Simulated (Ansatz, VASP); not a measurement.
## Two plane-wave programs on SnO

Contents of INCAR:

```
ALGO = Normal ; DIPOL = 0.5 0.5 0.404
EDIFF = 1E-7 ; ENCUT = 520
GGA = PE ; IDIPOL = 3
ISIF = 2 ; ISMEAR = 0
IVDW = 12 ; LASPH = True
LCHARG = False ; LDIPOL = True
LREAL = False ; LWAVE = False
NBANDS = 50 ; NELM = 80
PREC = Accurate ; SIGMA = 0.05
```

The input KPOINTS:

```
k-points
0
Gamma
  7 7 1
```

File POSCAR:

```
SnO
1.0
    3.8201629585      0.0000000000      0.0000000000
    0.0000000000      3.8201629585      0.0000000000
    0.0000000000      0.0000000000     22.2260830948
Sn O
4 4
Direct
    0.7500000000      0.2500000000      0.2024648239
    0.2500000000      0.7500000000      0.3087832219
    0.2500000000      0.8750000000      0.5000000000
    0.7500000000      0.3750000000      0.6063183980
    0.2500000000      0.2500000000      0.2556240229
    0.7500000000      0.7500000000      0.2556240229
    0.7500000000      0.8750000000      0.5531591990
    0.2500000000      0.3750000000      0.5531591990
```

Input for Ansatz:

```yaml
crystal:
  lattice:
    - [3.8201629585, 0.0, 0.0]
    - [0.0, 3.8201629585, 0.0]
    - [0.0, 0.0, 22.2260830948]
  atoms:
    - { symbol: Sn, position: [0.75, 0.25, 0.2024648239] }
    - { symbol: O, position: [0.25, 0.25, 0.2556240229] }
    - { symbol: O, position: [0.75, 0.75, 0.2556240229] }
    - { symbol: Sn, position: [0.25, 0.75, 0.3087832219] }
    - { symbol: Sn, position: [0.25, 0.875, 0.5] }
    - { symbol: O, position: [0.75, 0.875, 0.553159199] }
    - { symbol: O, position: [0.25, 0.375, 0.553159199] }
    - { symbol: Sn, position: [0.75, 0.375, 0.606318398] }
basis:
  ecutwfc: 420
kpoints:
  mp_grid: { grid: [7, 7, 1] }
hamiltonian:
  xc: pbe
  pseudopotentials: { kind: paw, azcp: { folder: soft_1 } }
  dispersion: d3bj
scf:
  occupations: { method: gaussian, width: 0.05 }
output:
  forces: true
  eigenvalues: true
efield:
  axis: 3
  dipole_correction: true
  ramp_width: 0.04
```

Alike in both runs: task single point; functional PBE; dispersion D3(BJ); k mesh 7 × 7 × 1; occupations gaussian, width 0.05 eV; no spin polarisation.

|  | VASP | Ansatz |
| --- | --- | --- |
| version | VASP 6.6.1 | Ansatz 0.2.0 |
| potentials or method | VASP PAW PBE potentials, release 64 (Sn_d, O), cutoff 520 eV | scalar-relativistic, plane waves, PAW |
| valence electrons in the cell | 80 | 80 |

Ansatz gave:

| Property | Result |
| --- | --- |
| gap on the k mesh at the Fermi level (eV) | 2.46 |
| least direct gap on the mesh (eV) | 2.60 |
| rms of the force components (eV/Å) | 0.016 |

**Question.** Estimate VASP's values.

**Answer.** gap on the k mesh at the Fermi level (eV): 2.45; least direct gap on the mesh (eV): 2.56; rms of the force components (eV/Å): 0.029.
